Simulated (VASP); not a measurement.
A run of VASP 6.6.1 is set up as follows.

Contents of INCAR:

```
PREC     = Accurate       # precision mode
ENCUT    = 520            # plane-wave cutoff, eV
EDIFF    = 1E-7           # SCF threshold, eV
ISMEAR   = 0              # smearing method
SIGMA    = 0.1            # smearing width, eV
LREAL    = False          # projectors in reciprocal space
LASPH    = True           # aspherical terms in the spheres
NELM     = 80             # most SCF steps
ALGO     = Normal         # electronic algorithm
ISIF     = 2              # what is computed and relaxed
LWAVE    = False          # write WAVECAR
LCHARG   = False          # write CHGCAR
GGA      = PE             # functional
NBANDS   = 24             # bands
```

File KPOINTS:

```
Automatic mesh
0
Gamma
  6 6 4
```

The input POSCAR:

```
Al3GaIr
1.0
    4.3359794409     -0.0000000030      0.0000000000
   -2.1679897178      3.7550683476      0.0000000000
    0.0000000000      0.0000000000      5.1389373039
Al Ga Ir
3 1 1
Direct
    0.0000000000      0.0000000000     -0.0929305262
    0.3333333333      0.6666666667      0.3854318694
    0.6666666667      0.3333333333      0.6596150802
    0.6666666667      0.3333333333      0.1706219453
    0.3333333333      0.6666666667      0.8772616313
```

Potentials or basis: VASP PAW PBE potentials, release 64 (Al, Ga_d, Ir).

Command:

```console
$ cat potpaw_PBE.64/Al/POTCAR potpaw_PBE.64/Ga_d/POTCAR potpaw_PBE.64/Ir/POTCAR > POTCAR
$ mpirun -np 1 vasp_std > vasp.out
```

(1) Estimate the largest force.

(2) What does it give for the pressure?

## Answers

(1) 0.015 eV/Å.

(2) -0.3 GPa.
